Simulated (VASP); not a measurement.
# Mg16Se3S13 (P1) in VASP: single point with PBEsol

Aim: the single point of Mg16Se3S13 with PBEsol.

Everything below comes from runs of VASP 6.6.1. Logs are shortened: lines on timing, memory, paths and dates and some standing lists are left out, and cuts for length are marked.

### Step 1. The cell of the first run

The typed cell holds 64 atoms: a = 10.469 Å, b = 10.469 Å, c = 10.469 Å, α = 90.00°, β = 90.00°, γ = 90.00°.

### Step 2. Single point, PBEsol

Contents of INCAR:

```
ALGO = Normal ; EDIFF = 1E-6
ENCUT = 520 ; GGA = PS
ISIF = 2 ; ISMEAR = -1
ISYM = 0 ; LASPH = True
LCHARG = False ; LREAL = Auto
LWAVE = False ; NBANDS = 166
NELM = 100 ; PREC = Accurate
SIGMA = 0.05
```

Contents of KPOINTS:

```
Automatic mesh
0
Gamma
  1 1 1
  0.25 0.25 0.25
```

Contents of POSCAR:

```
Mg16Se3S13
1.0
   10.4693868717      0.0000000000      0.0000000000
    0.0000000000     10.4693868717      0.0000000000
    0.0000000000      0.0000000000     10.4693868717
S Se Mg
26 6 32
Direct
    0.2508040000      0.9993300000      0.9996620000
    0.2501370000      0.0001100000      0.4998070000
    0.2516510000      0.5009580000      0.9990070000
    0.7492240000      0.9995720000      0.9998640000
    0.7484370000      0.5009020000      0.9992090000
    0.7490390000      0.5001880000      0.5008000000
    0.9998930000      0.7510310000      0.9990840000
    0.9999960000      0.7510320000      0.5007900000
    0.5000060000      0.2500580000      0.9997760000
    0.5000210000      0.2500860000      0.4998180000
    0.5000760000      0.7503320000      0.9996680000
    0.0009020000      0.9984950000      0.2490500000
    0.0008370000      0.9985210000      0.7508320000
    0.9990490000      0.5019370000      0.7508660000
    0.4994080000      0.0006630000      0.2482420000
    0.4993080000      0.0009740000      0.7515860000
    0.5007290000      0.4994610000      0.2481260000
    0.5007190000      0.4993190000      0.7515690000
    0.2526390000      0.2483870000      0.2489420000
    0.2516670000      0.2492590000      0.7507580000
    0.2501400000      0.7517040000      0.2482070000
    0.2492800000      0.7508670000      0.7515140000
    0.7476030000      0.2502230000      0.2491080000
    0.7483450000      0.2508790000      0.7508260000
    0.7499720000      0.7502880000      0.2481010000
    0.7505010000      0.7494620000      0.7515120000
    0.2504810000      0.5000530000      0.5003870000
    0.7499850000      0.0002830000      0.4999220000
    0.0000990000      0.2498310000      0.9993980000
    0.0001550000      0.2496740000      0.5005620000
    0.4999160000      0.7501440000      0.4997780000
    0.9996040000      0.5011950000      0.2495010000
    0.0011690000      0.9944130000      0.9987880000
    0.0044160000      0.9950960000      0.5014020000
    0.9988090000      0.5066470000      0.9947440000
    0.9953570000      0.5057220000      0.5058240000
    0.4991230000      0.0000810000      0.9997170000
    0.4957930000      0.0042040000      0.5001470000
    0.5009290000      0.5003710000      0.9988110000
    0.5041230000      0.4959470000      0.5014210000
    0.2561350000      0.2488490000      0.9998100000
    0.2553640000      0.2457820000      0.4998090000
    0.2501610000      0.7511300000      0.9997970000
    0.2457170000      0.7544030000      0.4997220000
    0.7439080000      0.2512670000      0.9998850000
    0.7448810000      0.2545860000      0.4999620000
    0.7498330000      0.7493300000      0.9997690000
    0.7541690000      0.7459220000      0.4998030000
    0.2512620000      0.9999980000      0.2473020000
    0.2502050000      0.0000260000      0.7521580000
    0.2556690000      0.5000900000      0.2441040000
    0.2512410000      0.5000160000      0.7551050000
    0.7487600000      0.0000520000      0.2445410000
    0.7497790000      0.0001230000      0.7552760000
    0.7448760000      0.5002450000      0.2472330000
    0.7486660000      0.5001420000      0.7523620000
    0.9999870000      0.2440710000      0.2498520000
    0.9999480000      0.2488000000      0.7500830000
    0.9999590000      0.7550460000      0.2484110000
    0.9998910000      0.7513180000      0.7511020000
    0.5002110000      0.2488420000      0.2484910000
    0.4999070000      0.2499190000      0.7509300000
    0.5000730000      0.7513610000      0.2444340000
    0.4998610000      0.7503310000      0.7549060000
```

Potentials or basis: VASP PAW PBE potentials, release 64 (S, Se, Mg).

Started as:

```console
> cat potpaw_PBE.64/S/POTCAR potpaw_PBE.64/Se/POTCAR potpaw_PBE.64/Mg/POTCAR > POTCAR
> mpirun -np 1 vasp_std > vasp.out
```

OUTCAR:

```text
EDIFF = 1E-6
   ENCUT = 520
   GGA = PS
   ISIF = 2
   ISMEAR = -1
   ISYM = 0
   LASPH = True
   LREAL = Auto
   NELM = 100
   PREC = Accurate

 ion  position               nearest neighbor table
   1  0.251  0.999  1.000-  50 2.59  49 2.59  43 2.60  37 2.60  41 2.61  33 2.61
   2  0.250  0.000  0.500-  38 2.57  42 2.57  44 2.57  34 2.57  50 2.64  49 2.64
   3  0.252  0.501  0.999-  52 2.55  51 2.57  39 2.61  43 2.62  41 2.64  35 2.65
   4  0.749  1.000  1.000-  54 2.56  53 2.56  37 2.62  47 2.62  45 2.64  33 2.64
   5  0.748  0.501  0.999-  56 2.58  39 2.59  55 2.60  47 2.60  45 2.61  35 2.62
   6  0.749  0.500  0.501-  40 2.56  46 2.57  48 2.57  36 2.58  56 2.63  55 2.66
[... 60 lines left out ...]
  57  1.000  0.244  0.250-  12 2.57  29 2.62  30 2.63  23 2.64  19 2.65  32 2.69
  58  1.000  0.249  0.750-  29 2.61  30 2.61  13 2.62  24 2.63  20 2.64  14 2.65
  59  1.000  0.755  0.248-  12 2.55   7 2.61  25 2.62  21 2.62   8 2.64  32 2.66  33 3.62  34 3.65

  60  1.000  0.751  0.751-  13 2.59   7 2.60  14 2.61  22 2.61  26 2.61   8 2.62  35 3.61  33 3.63
                            36 3.63  34 3.65
  61  0.500  0.249  0.248-  23 2.59  19 2.59  15 2.60   9 2.60  17 2.62  10 2.63  45 3.64  41 3.65

  62  0.500  0.250  0.751-  20 2.60  24 2.60   9 2.61  16 2.61  18 2.61  10 2.63  41 3.65  45 3.65

  63  0.500  0.751  0.244-  11 2.56  15 2.61  25 2.62  21 2.62  17 2.64  31 2.67  37 3.65
  64  0.500  0.750  0.755-  11 2.56  22 2.62  26 2.62  16 2.62  18 2.63  31 2.67  39 3.66

IMPORTANT INFORMATION: All symmetrisations will be switched off!
NOSYMM: (Re-)initialisation of all symmetry stuff for point group C_1.

----------------------------------------------------------------------------------------

                                     Primitive cell

  volume of cell :    1147.5292

  direct lattice vectors                    reciprocal lattice vectors
    10.469386872  0.000000000  0.000000000     0.095516577  0.000000000  0.000000000
     0.000000000 10.469386872  0.000000000     0.000000000  0.095516577  0.000000000
     0.000000000  0.000000000 10.469386872     0.000000000  0.000000000  0.095516577

  length of vectors
    10.469386872 10.469386872 10.469386872     0.095516577  0.095516577  0.095516577

  position of ions in fractional coordinates (direct lattice)
     0.250804000  0.999330000  0.999662000
     0.250137000  0.000110000  0.499807000
     0.251651000  0.500958000  0.999007000
     0.749224000  0.999572000  0.999864000
     0.748437000  0.500902000  0.999209000
     0.749039000  0.500188000  0.500800000
[... 56 lines left out ...]
     0.500073000  0.751361000  0.244434000
     0.499861000  0.750331000  0.754906000

  ion indices of the primitive-cell ions
   primitive index   ion index
                 1           1
                 2           2
                 3           3
                 4           4
                 5           5
                 6           6
[... 56 lines left out ...]
                63          63
                64          64

----------------------------------------------------------------------------------------

 KPOINTS: Automatic mesh

Automatic generation of k-mesh.
 Grid dimensions read from file:
 generate k-points for:    1    1    1

 Generating k-lattice:

  Cartesian coordinates                     Fractional coordinates (reciprocal lattice)
     0.095516577  0.000000000  0.000000000     1.000000000  0.000000000  0.000000000
     0.000000000  0.095516577  0.000000000     0.000000000  1.000000000  0.000000000
     0.000000000  0.000000000  0.095516577     0.000000000  0.000000000  1.000000000

  Length of vectors
     0.095516577  0.095516577  0.095516577

  Shift w.r.t. Gamma in fractional coordinates (k-lattice)
     0.250000000  0.250000000  0.250000000

 Subroutine IBZKPT returns following result:
 ===========================================

 Found      4 irreducible k-points:

 Following reciprocal coordinates:
            Coordinates               Weight
  0.250000  0.250000  0.250000      2.000000
 -0.250000  0.250000  0.250000      2.000000
 -0.250000 -0.250000  0.250000      2.000000
  0.250000 -0.250000  0.250000      2.000000
   k-points           NKPTS =      4   k-points in BZ     NKDIM =      4   number of bands    NBANDS=    166
   number of dos      NEDOS =    301   number of ions     NIONS =     64
   total plane-waves  NPLWV = 512000
   dimension x,y,z NGX =    80 NGY =   80 NGZ =   80
   dimension x,y,z NGXF=   160 NGYF=  160 NGZF=  160
   ions per type =              26   6  32
   NGX,Y,Z   is equivalent  to a cutoff of  12.70, 12.70, 12.70 a.u.
   NGXF,Y,Z  is equivalent  to a cutoff of  25.41, 25.41, 25.41 a.u.
 SYSTEM =  unknown system
   PREC   = accura    normal or accurate (medium, high low for compatibility)
   ISTART =      0    job   : 0-new  1-cont  2-samecut
   ICHARG =      2    charge: 1-file 2-atom 10-const
   ISPIN  =      1    spin polarized calculation?
   LNONCOLLINEAR =      F non collinear calculations
   LSORBIT =      F    spin-orbit coupling
   LASPH  =      T    aspherical Exc in radial PAW
   ENCUT  =  520.0 eV  38.22 Ry    6.18 a.u.  19.47 19.47 19.47*2*pi/ulx,y,z
   NELM   =    100;   NELMIN=  2; NELMDL= -5     # of ELM steps
   EDIFF  = 0.1E-05   stopping-criterion for ELM
   LREAL  =      T    real-space projection
   EDIFFG = 0.1E-04   stopping-criterion for IOM
   NSW    =      0    number of steps for IOM
   IBRION =     -1    ionic relax: 0-MD 1-quasi-New 2-CG
   NFREE  =      0    steps in history (QN), initial steepest desc. (CG)
   ISIF   =      2    stress and relaxation
   ISYM   =      0    0-nonsym 1-usesym 2-fastsym
   POTIM  = 0.5000    time-step for ionic-motion
   TEBEG  =    0.0;   TEEND  =   0.0 temperature during run
   PSTRESS=    0.0 pullay stress
   NELECT =     256.0000    total number of electrons
   NUPDOWN=      -1.0000    fix difference up-down
   EMIN   =  10.00;   EMAX   =-10.00  energy-range for DOS
   EFERMI =   0.00;   METHOD = LEGACY
   ISMEAR =    -1;   SIGMA  =   0.05  broadening in eV -4-tet -1-fermi 0-gaus
   EFERMI_NEDOS =   21; number of points for ismear=-14 and -15
   IALGO  =     38    algorithm
   IMIX   =      4    mixing-type and parameters
     AMIX     =   0.40;   BMIX     =  1.00
     AMIX_MAG =   1.60;   BMIX_MAG =  1.00
  volume/ion in A,a.u.               =      17.93       121.00
  Fermi-wavevector in a.u.,A,eV,Ry     =   0.992888  1.876286 13.412983  0.985826
  Thomas-Fermi vector in A             =   2.124731
   LORBIT       =      0    0 simple, 1 ext, 2 COOP (PROOUT), +10 PAW based schemes
   GGA     = PS    functional components
   LHFCALC =     F    Hartree Fock is set to
   AEXX    =    0.0000 exact exchange contribution
   IVDW    =     0    specifies the selected vdW correction
   LEPSILON=     F    determine dielectric tensor
   LRPA    =     F    only Hartree local field effects (RPA)
 non-spin polarized calculation
  energy-cutoff  :      520.00
  volume of cell :     1147.53
 maximum number of plane-waves:     30901
 NGX is ok and might be reduce to    80
   NGX = 39   NGY = 39   NGZ = 39

 number of electron     256.0000036 magnetization

 Free energy of the ion-electron system (eV)
  ---------------------------------------------------
  ext. energy  EPLUGINS =         0.00000000
  ---------------------------------------------------
  free energy    TOTEN  =      -284.05923487 eV

  energy without entropy =     -284.05923487  energy(sigma->0) =     -284.05923487

 E-fermi :   4.9265     XC(G=0):  -9.8311

 val. band max:        3.7484165959   @ k =  -0.2500   0.2500   0.2500
 cond. band min:       6.7499474808   @ k =  -0.2500   0.2500   0.2500
 fundamental gap:      3.0015308849
 Fermi energy:         4.9264684671

 k-point     1 :       0.2500    0.2500    0.2500
  band No.  band energies     occupation
      1      -9.0021      2.00000
      2      -8.6447      2.00000
      3      -8.6301      2.00000
      4      -8.6186      2.00000
      5      -8.3362      2.00000
      6      -8.3201      2.00000
[... 132 lines left out ...]
    139       8.1236      0.00000
    140       8.1455      0.00000

 k-point     2 :      -0.2500    0.2500    0.2500
  band No.  band energies     occupation
      1      -9.0022      2.00000
      2      -8.6407      2.00000
      3      -8.6284      2.00000
      4      -8.6244      2.00000
      5      -8.3321      2.00000
      6      -8.3197      2.00000
[... 132 lines left out ...]
    139       8.1192      0.00000
    140       8.1653      0.00000

 k-point     3 :      -0.2500   -0.2500    0.2500
  band No.  band energies     occupation
      1      -9.0021      2.00000
      2      -8.6430      2.00000
      3      -8.6320      2.00000
      4      -8.6186      2.00000
      5      -8.3354      2.00000
      6      -8.3208      2.00000
[... 132 lines left out ...]
    139       8.1241      0.00000
    140       8.1463      0.00000

 k-point     4 :       0.2500   -0.2500    0.2500
  band No.  band energies     occupation
      1      -9.0022      2.00000
      2      -8.6383      2.00000
      3      -8.6312      2.00000
      4      -8.6242      2.00000
      5      -8.3309      2.00000
      6      -8.3207      2.00000
[... 132 lines left out ...]
    139       8.1142      0.00000
    140       8.1606      0.00000
 [bands above 140 left out]

------------------------ aborting loop because EDIFF is reached ----------------------------------------

  FORCE on cell =-STRESS in cart. coord.  units (eV):
  Direction    XX          YY          ZZ          XY          YZ          ZX
  --------------------------------------------------------------------------------------
  -------------------------------------------------------------------------------------
  Total       -1.3064691     -1.2897794     -1.1453477     -0.1689578     -0.0207287     -0.0040640
  in kB       -1.8240888     -1.8007867     -1.5991315     -0.2358984     -0.0289414     -0.0056741
  external PRESSURE =      -1.7413357 kB  Pullay stress =       0.0000000 kB

 VOLUME and BASIS-vectors are now :
 -----------------------------------------------------------------------------
  energy-cutoff  :      520.00
  volume of cell :     1147.53
      direct lattice vectors                 reciprocal lattice vectors
    10.469386872  0.000000000  0.000000000     0.095516577  0.000000000  0.000000000
     0.000000000 10.469386872  0.000000000     0.000000000  0.095516577  0.000000000
     0.000000000  0.000000000 10.469386872     0.000000000  0.000000000  0.095516577

 POSITION                                       TOTAL-FORCE (eV/Angst)
 -----------------------------------------------------------------------------------
      2.62576     10.46237     10.46585         0.002448     -0.001934      0.004954
      2.61878      0.00115      5.23267        -0.000110     -0.002053      0.005824
      2.63463      5.24472     10.45899         0.000081      0.001986      0.002206
      7.84392     10.46491     10.46796         0.002236     -0.006964     -0.001306
      7.83568      5.24414     10.46111        -0.004753      0.006106     -0.004869
      7.84198      5.23666      5.24307         0.005195      0.003109     -0.000864
[... 56 lines left out ...]
      5.23546      7.86629      2.55907        -0.001403      0.000394      0.001065
      5.23324      7.85551      7.90340         0.001509      0.001625      0.006017
 -----------------------------------------------------------------------------------
    total drift:                                0.000665      0.039675     -0.029712

  FREE ENERGIE OF THE ION-ELECTRON SYSTEM (eV)
  ---------------------------------------------------
  free  energy   TOTEN  =      -284.0592348721 eV

  energy  without entropy=     -284.0592348720  energy(sigma->0) =     -284.05923487
```

Wall time 17 min (1 thread of Intel Xeon Platinum 8488C (Sapphire Rapids), shared host); peak memory 1.2 GiB.

Results:

```
Free energy            : -284.0592 eV
Pressure               : -0.2 GPa
Largest force          : 0.020 eV/Å
Band gap on the k mesh : 3.00 eV
```

Forces in eV/Å, atoms in the order of the input:
```
S    0.002 -0.002  0.005
S    0.000 -0.002  0.006
S    0.000  0.002  0.002
S    0.002 -0.007 -0.001
S   -0.005  0.006 -0.005
S    0.005  0.003 -0.001
S    0.004 -0.003  0.002
S   -0.003 -0.002 -0.002
S    0.001  0.003 -0.003
S    0.003 -0.002  0.004
S   -0.003 -0.004  0.001
S   -0.002  0.002 -0.003
S   -0.002  0.002  0.004
S    0.004 -0.009  0.002
S   -0.003  0.002 -0.008
S   -0.005 -0.008 -0.002
S    0.004 -0.001  0.001
S    0.001  0.003  0.004
S   -0.005 -0.005 -0.003
S   -0.003 -0.002  0.001
S   -0.003  0.003 -0.012
S    0.002  0.003  0.000
S   -0.001 -0.007 -0.008
S    0.002  0.000  0.001
S   -0.001 -0.007 -0.001
S    0.002  0.000  0.004
Se   0.012  0.005  0.010
Se   0.003  0.016 -0.004
Se  -0.003 -0.005 -0.011
Se  -0.002 -0.005  0.009
Se  -0.001  0.012 -0.016
Se  -0.011  0.011 -0.010
Mg  -0.002 -0.011 -0.001
Mg   0.005 -0.009  0.000
Mg   0.001  0.008 -0.004
Mg  -0.004  0.006  0.006
Mg   0.000 -0.002 -0.001
Mg  -0.008  0.009  0.000
Mg  -0.002 -0.001 -0.001
Mg   0.003 -0.007 -0.004
Mg   0.008  0.009  0.006
Mg   0.004 -0.002 -0.005
Mg   0.001 -0.006  0.003
Mg  -0.004  0.000  0.000
Mg  -0.005  0.002  0.005
Mg  -0.009  0.007 -0.004
Mg  -0.001 -0.002  0.003
Mg   0.004 -0.008 -0.002
Mg   0.001  0.003  0.002
Mg   0.003  0.001  0.001
Mg   0.002 -0.007  0.000
Mg  -0.001  0.001  0.003
Mg   0.000  0.006 -0.008
Mg   0.000  0.002  0.006
Mg  -0.006 -0.006  0.003
Mg   0.003 -0.001 -0.002
Mg   0.005 -0.001  0.010
Mg   0.001 -0.001 -0.007
Mg   0.004  0.009  0.008
Mg   0.001  0.000 -0.002
Mg  -0.005  0.002  0.007
Mg   0.004 -0.002  0.005
Mg  -0.001  0.000  0.001
Mg   0.002  0.002  0.006
```

Caveat: the PAW data sets were made with another functional, which shifts forces and pressure a little; a shifted mesh leaves out Γ, where band edges can lie. A k mesh can miss the band edges.
